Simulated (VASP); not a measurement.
The system is Pt.

```
Pt
1.0
    -1.58422    1.58422    1.58422
     1.58422   -1.58422    1.58422
     1.58422    1.58422   -1.58422
Pt
1
Cartesian
  0.0000 0.0000 0.0000
```

* Program: VASP 6.6.1
* Task: relaxation of cell and atoms
* Functional: PBEsol
* Dispersion: D4
* Potentials or basis: VASP PAW PBE potentials, release 64 (Pt)
* Cutoff: 600 eV
* k mesh: 12 × 12 × 12
* Occupations: fermi-dirac, width 0.05 eV
* Spin: no spin polarisation

At the start: pressure -15.4 GPa; volume 15.90 Å³/atom.

Task: How do energy, volume and symmetry change on relaxing?

Result: Over 5 steps the energy falls by 48.7 meV/atom and the volume is 14.95 Å³/atom (-6.0 %); space group Im-3m (No. 229, to 0.05 Å).

The path:
```csv
step,energy change (eV),largest force (eV/Å),pressure (GPa),volume (Å³)
1,0.0000,0.0000,-15.39,15.90
2,0.4177,0.0000,76.87,12.64
3,-0.0485,0.0000,-1.10,15.01
4,-0.0487,0.0000,-0.30,14.97
5,-0.0487,0.0000,0.06,14.95
```

Final structure:
```
CELL_PARAMETERS angstrom
-1.55193 1.55193 1.55193
1.55193 -1.55193 1.55193
1.55193 1.55193 -1.55193
ATOMIC_POSITIONS crystal
Pt 0.00000 0.00000 0.00000
```

Caveat: the PAW data sets were made with another functional, which shifts forces and pressure a little; pairwise dispersion overbinds metals, which lowers pressure and volume.
